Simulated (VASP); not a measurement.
# Si2Mo: single point with PBEsol

Crystal: Si2Mo.

```
Mo Si
1.0
    -1.62106    1.62106    3.98222
     1.62106   -1.62106    3.98222
     1.62106    1.62106   -3.98222
Mo Si
1 2
Direct
  0.00000 0.00000 0.00000
  0.66700 0.66700 0.00000
  0.33300 0.33300 0.00000
```

* Program: VASP 6.6.1
* Task: single point
* Functional: PBEsol
* Potentials or basis: VASP PAW PBE potentials, release 64 (Mo_sv, Si)
* Cutoff: 520 eV
* k mesh: 12 × 12 × 12
* Occupations: fermi-dirac, width 0.05 eV
* Spin: no spin polarisation

| Property | Result |
| --- | --- |
| Pressure | -10.0 GPa |
| Largest force | 0.379 eV/Å |
| Band gap on the k mesh | zero (bands 11 and 12 overlap by 1.01 eV) |

Forces on the atoms (eV/Å):
```
Mo   0.000  0.000  0.000
Si   0.000  0.000 -0.379
Si   0.000  0.000  0.379
```

Stress tensor (GPa, compression positive):
```
 -9.24   0.00   0.00
  0.00  -9.24   0.00
  0.00   0.00 -11.44
```

Levels at points of the mesh, in eV from the Fermi level:
```tsv
k point	band 7	band 8	band 9	band 10	band 11	band 12	band 13	band 14	band 15	band 16
(0.00, 0.00, 0.00)	-3.51	-2.88	-2.56	-2.56	0.39	2.84	3.21	3.52	3.52	3.86
(0.50, 0.00, 0.00)	-4.78	-4.36	-2.50	-2.40	-0.48	2.11	2.95	3.73	4.13	5.39
(0.50, 0.50, 0.00)	-5.54	-5.28	-4.36	-2.92	-1.14	2.16	2.53	2.86	3.12	4.75
(0.50, 0.50, 0.50)	-3.33	-2.20	-0.56	-0.56	-0.52	-0.52	0.52	4.46	4.70	5.84
```

It took 76 s on 1 thread of Intel(R) Xeon(R) 6975P-C (Granite Rapids), with other jobs on the host, peak memory 0.28 GiB.

Caveat: the cell stands under tension; the PAW data sets were made with another functional, which shifts forces and pressure a little.
